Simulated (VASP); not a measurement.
The system is Ge.

```
Ge
1.0
     1.39715   -2.60052    0.00000
     1.39715    2.60052    0.00000
     0.00000    0.00000    2.69823
Ge
1
Direct
  0.50000 0.50000 0.00000
```

```yaml
Program: VASP 6.6.1
Task: relaxation of cell and atoms
Functional: revPBE
Potentials_or_basis: VASP PAW PBE potentials, release 64 (Ge_d)
Cutoff: 600 eV
k_mesh: 11 × 11 × 10
Occupations: fermi-dirac, width 0.05 eV
Spin: no spin polarisation
```

At the start: pressure 0.4 GPa; volume 19.61 Å³/atom.

Question: How do energy, volume and symmetry change on relaxing?

Answer: Over 16 steps the energy falls by 5.4 meV/atom and the volume is 19.78 Å³/atom (+0.9 %); space group Cmmm (No. 65, to 0.1 Å) before, P6/mmm (No. 191, to 0.1 Å).

Step by step:
```
step  energy change (eV)  largest force (eV/Å)  pressure (GPa)  volume (Å³)
   1              0.0000                0.0000            0.44        19.61
   2             -0.0039                0.0000           -0.08        19.76
   3             -0.0045                0.0000           -0.19        19.82
   4             -0.0049                0.0000           -0.59        19.93
   5             -0.0049                0.0000           -0.42        19.90
   6             -0.0053                0.0000            0.15        19.75
   7             -0.0053                0.0000            0.03        19.77
   8             -0.0053                0.0000            0.03        19.76
   9             -0.0053                0.0000            0.05        19.76
  10             -0.0054                0.0000            0.04        19.75
  11             -0.0054                0.0000            0.03        19.75
  12             -0.0054                0.0000            0.03        19.77
  13             -0.0054                0.0000            0.11        19.77
  14             -0.0054                0.0000            0.07        19.77
  15             -0.0054                0.0000           -0.14        19.79
  16             -0.0054                0.0000           -0.03        19.78
```

Final structure:
```
CELL_PARAMETERS angstrom
1.43289 -2.52270 0.00000
1.43289 2.52270 0.00000
0.00000 0.00000 2.73587
ATOMIC_POSITIONS crystal
Ge 0.50000 0.50000 0.00000
```

Caveat: the PAW data sets were made with another functional, which shifts forces and pressure a little.
